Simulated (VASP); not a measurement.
A run of VASP 6.6.1 is set up as follows.

File POSCAR:

```
KBr
1.0
    0.0000000000      3.2722368705      3.2722368705
    3.2722368705      0.0000000000      3.2722368705
    3.2722368705      3.2722368705      0.0000000000
K Br
1 1
Direct
    0.0000000000      0.0000000000      0.0000000000
    0.5000000000      0.5000000000      0.5000000000
```

File INCAR.step1:

```
SYSTEM = KBr
  PREC = Accurate
  ENCUT = 520
  ISMEAR = -1
  SIGMA = 0.03
  LREAL = .FALSE.
  LASPH = .TRUE.
  NELM = 100
  NBANDS = 15
  GGA = PE
  ALGO = Normal
  EDIFF = 1E-4
  LWAVE = .TRUE.
  LCHARG = .FALSE.
```

Contents of INCAR.step2:

```
SYSTEM = KBr
  PREC = Accurate
  ENCUT = 520
  EDIFF = 1E-7
  ISMEAR = -1
  SIGMA = 0.03
  LREAL = .FALSE.
  LASPH = .TRUE.
  NELM = 100
  ALGO = Normal
  ISIF = 2
  LWAVE = .FALSE.
  LCHARG = .FALSE.
  METAGGA = R2SCAN
  LMIXTAU = .TRUE.
  LUSE_VDW = .TRUE.
  IVDW_NL = 2
  BPARAM = 11.95
  CPARAM = 0.0093
  NBANDS = 15
  ISTART = 1
```

The input KPOINTS:

```
Automatic mesh
0
G
  8 8 8
  0 0 0
```

Potentials or basis: VASP PAW PBE potentials, release 64 (K_sv, Br).

Run with:

```bash
$ cat potpaw_PBE.64/K_sv/POTCAR potpaw_PBE.64/Br/POTCAR > POTCAR
$ cp INCAR.step1 INCAR
$ mpirun -np 1 vasp_std > vasp.out
$ cp INCAR.step2 INCAR
$ mpirun -np 1 vasp_std > vasp.out
```

(1) Estimate the pressure.

(2) Estimate the band gap on the k mesh.

## Answers

(1) 0.0 GPa.

(2) 5.05 eV, direct.

Caveat: the PAW data sets were made with another functional, which shifts forces and pressure a little.
